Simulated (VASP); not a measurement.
PtSe2: single point with r2SCAN

The system is PtSe2.

```
Pt Se
1.0
     3.71567    0.00000    0.00000
    -1.85783    3.21786    0.00000
     0.00000    0.00000    6.06596
Pt Se
1 2
Cartesian
  0.0000 0.0000 0.0000
  0.0000 2.1452 1.3138
  1.8578 1.0726 4.7521
```

This cell differs from its parent crystal: volume scaled by 1.040.

```
Program                : VASP 6.6.1
Task                   : single point
Functional             : r2SCAN
Potentials or basis    : VASP PAW PBE potentials, release 64 (Pt, Se)
Cutoff                 : 520 eV
k mesh                 : 8 × 8 × 4
Occupations            : gaussian, width 0.05 eV
Spin                   : no spin polarisation
Dipole correction      : no
Further INCAR settings : ALGO = Normal; EDIFF = 1e-06; NBANDS = 18
```

```yaml
Pressure: -0.3 GPa
Largest_force: 0.008 eV/Å
Band_gap_on_the_k_mesh: 0.84 eV, indirect (least direct gap 1.04 eV)
```

Forces in eV/Å, atoms in the order of the input:
```
Pt   0.000  0.000  0.000
Se   0.000  0.000  0.008
Se   0.000  0.000 -0.008
```

Levels at points of the mesh, in eV from the valence-band top:
```csv
k point,band 9,band 10,band 11,band 12,band 13,band 14
"(0.00, 0.00, 0.00)",-0.43,-0.43,-0.10,2.62,2.62,4.87
"(0.50, 0.00, 0.00)",-2.43,-2.40,-2.36,1.86,2.61,5.05
"(0.00, 0.00, 0.50)",-1.44,-0.51,-0.51,2.79,2.79,5.72
"(0.50, 0.00, 0.50)",-2.56,-2.26,-1.48,2.27,2.28,4.67
```

It took 2.3 min on 1 thread of Intel(R) Xeon(R) Platinum 8559C (Emerald Rapids) (shared host), peak memory 0.22 GiB.

Caveat: the PAW data sets were made with another functional, which shifts forces and pressure a little; spin-orbit coupling is left out, which moves the levels of the heavy elements. A k mesh can miss the band edges.
